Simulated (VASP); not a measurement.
A run of VASP 6.6.1:

File POSCAR:

```
CsCl
1.0
    4.1368323595      0.0000000000      0.0000000000
    0.0000000000      4.1368323595      0.0000000000
    0.0000000000      0.0000000000      4.1368323595
Cs Cl
1 1
Direct
    0.0000000000      0.0000000000      0.0000000000
    0.5000000000      0.5000000000      0.5000000000
```

File INCAR.step1:

```
SYSTEM = CsCl
ALGO = Normal
EDIFF = 1E-5
ENCUT = 440
GGA = PE
GGA_COMPAT = .FALSE.
ISIF = 2
ISMEAR = 0
LASPH = .TRUE.
LCHARG = .FALSE.
LREAL = .FALSE.
LWAVE = .TRUE.
NBANDS = 15
NELM = 120
PREC = Accurate
SIGMA = 0.01
```

Contents of INCAR.step2:

```
SYSTEM = CsCl
AEXX = 0.1
ALGO = Normal
EDIFF = 1E-6
ENCUT = 440
GGA_COMPAT = .FALSE.
ISIF = 2
ISMEAR = 0
ISTART = 1
LASPH = .TRUE.
LCHARG = .FALSE.
LHFCALC = .TRUE.
LMIXTAU = .TRUE.
LREAL = .FALSE.
LWAVE = .FALSE.
METAGGA = R2SCAN
NBANDS = 15
NELM = 120
PREC = Accurate
PRECFOCK = Normal
SIGMA = 0.01
```

File KPOINTS:

```
k-points
0
G
  4 4 4
  0 0 0
```

Potentials or basis: VASP PAW PBE potentials, release 64 (Cs_sv, Cl).

The run is started by

```sh
$ cat potpaw_PBE.64/Cs_sv/POTCAR potpaw_PBE.64/Cl/POTCAR > POTCAR
$ cp INCAR.step1 INCAR
$ mpirun -np 1 vasp_std > vasp.out
$ cp INCAR.step2 INCAR
$ mpirun -np 1 vasp_std > vasp.out
```

Hardware: 1 thread of Intel Xeon 8259CL, with other jobs on the host.

Estimate the wall time of this run.

Run time: 7.4 min on 1 thread of Intel Xeon 8259CL, with other jobs on the host, peak memory 0.18 GiB. Counts: k points 10.
